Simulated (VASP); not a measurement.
Set up this calculation in VASP 6.6.1, as the native input.

```yaml
Task: single point
Functional: r2SCAN
Potentials_or_basis: VASP PAW PBE potentials, release 64 (Li_sv, H_h)
Cutoff: 1010 eV
k_mesh: 9 × 9 × 1
Occupations: gaussian, width 0.1 eV
Spin: no spin polarisation
Dipole_correction: yes
Further_INCAR_settings: ALGO = Normal; EDIFF = 1e-06; NBANDS = 14
```

Li4H, a slab with vacuum:

```
Li H
1.0
     3.09261    0.00000    0.00000
    -1.54631    2.67828    0.00000
     0.00000    0.00000   26.59622
Li H
4 1
Direct
  0.66667 0.33333 0.31959
  0.33333 0.66667 0.41480
  0.68561 0.37121 0.50457
  0.35483 0.70965 0.59182
  0.68838 0.37675 0.58389
```

The input as run:

POSCAR

```
Li4H
1.0
    3.0926129057      0.0000000000      0.0000000000
   -1.5463064529      2.6782813404      0.0000000000
    0.0000000000      0.0000000000     26.5962151022
Li H
4 1
Direct
    0.6666666666      0.3333333333      0.3195943471
    0.3333333334      0.6666666667      0.4147985591
    0.6856070279      0.3712140558      0.5045723861
    0.3548259974      0.7096519948      0.5918152199
   -0.3116233213     -0.6232466426      0.5838934121
```

INCAR.step1

```
SYSTEM = Li4H
PREC = Accurate
ENCUT = 1010
ISMEAR = 0
SIGMA = 0.1
LREAL = .FALSE.
LASPH = .TRUE.
NELM = 120
LDIPOL = .TRUE.
IDIPOL = 3
DIPOL = 0.5 0.5 0.483
NBANDS = 14
GGA = PE
ALGO = Normal
EDIFF = 1E-5
LWAVE = .TRUE.
LCHARG = .FALSE.
GGA_COMPAT = .FALSE.
NELMDL = -8
```

INCAR.step2

```
SYSTEM = Li4H
PREC = Accurate
ENCUT = 1010
EDIFF = 1E-6
ISMEAR = 0
SIGMA = 0.1
LREAL = .FALSE.
LASPH = .TRUE.
NELM = 120
ALGO = Normal
ISIF = 2
LWAVE = .FALSE.
LCHARG = .FALSE.
LDIPOL = .TRUE.
IDIPOL = 3
DIPOL = 0.5 0.5 0.483
METAGGA = R2SCAN
LMIXTAU = .TRUE.
NBANDS = 14
ISTART = 1
GGA_COMPAT = .FALSE.
```

KPOINTS

```
Automatic mesh
0
G
  9 9 1
  0 0 0
```

Potentials or basis: VASP PAW PBE potentials, release 64 (Li_sv, H_h).

Command:

```bash
$ cat potpaw_PBE.64/Li_sv/POTCAR potpaw_PBE.64/H_h/POTCAR > POTCAR
$ cp INCAR.step1 INCAR
$ mpirun -np 1 vasp_std > vasp.out
$ cp INCAR.step2 INCAR
$ mpirun -np 1 vasp_std > vasp.out
```

It gave:

```json
{
 "Largest force": "0.069 eV/Å",
 "Band gap on the k mesh": "zero (an odd number of electrons rules out a gap without spin polarisation)"
}
```

Caveat: the PAW data sets were made with another functional, which shifts forces and pressure a little.

Wall time 23 min on 1 thread of Intel(R) Xeon(R) 6975P-C (Granite Rapids) (shared host), peak memory 0.75 GiB.
